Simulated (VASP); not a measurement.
Wanted: the native input for a VASP 6.6.1 run.

- Task: single point
- Functional: LDA
- Potentials or basis: VASP PAW LDA potentials, release 64 (Cd, S)
- Cutoff: 520 eV
- k mesh: 9 × 9 × 6
- Occupations: gaussian, width 0.01 eV
- Spin: no spin polarisation
- Dipole correction: no
- Further INCAR settings: ALGO = Normal; EDIFF = 1e-06; NBANDS = 26

The structure of CdS lies in POSCAR:

```
CdS
1.0
    4.0178600145      0.0000000000      0.0000000000
   -2.0089300072      3.4795688414      0.0000000000
    0.0000000000      0.0000000000      6.5539939207
Cd S
2 2
Direct
    0.3333333333      0.6666666667      0.0006509775
    0.6666666667      0.3333333333      0.5006509775
    0.3333333333      0.6666666667      0.3763490225
    0.6666666667      0.3333333333      0.8763490225
```

One way to write it, as run:

INCAR

```
SYSTEM = CdS
ALGO = Normal
EDIFF = 1E-6
ENCUT = 520
GGA = CA
ISIF = 2
ISMEAR = 0
LASPH = .TRUE.
LCHARG = .FALSE.
LREAL = .FALSE.
LWAVE = .FALSE.
NBANDS = 26
NELM = 100
PREC = Accurate
SIGMA = 0.01
```

KPOINTS

```
k-points
0
G
  9 9 6
  0 0 0
```

Potentials or basis: VASP PAW LDA potentials, release 64 (Cd, S).

Command:

```bash
$ cat potpaw_LDA.64/Cd/POTCAR potpaw_LDA.64/S/POTCAR > POTCAR
$ mpirun -np 1 vasp_std > vasp.out
```

It gave:

```yaml
Pressure: 3.6 GPa
Band_gap_on_the_k_mesh: 1.15 eV
```

Caveat: the cell stands under pressure.

It took 70 s on 1 thread of Intel(R) Xeon(R) Platinum 8488C (Sapphire Rapids), with other jobs on the host, peak memory 0.22 GiB.
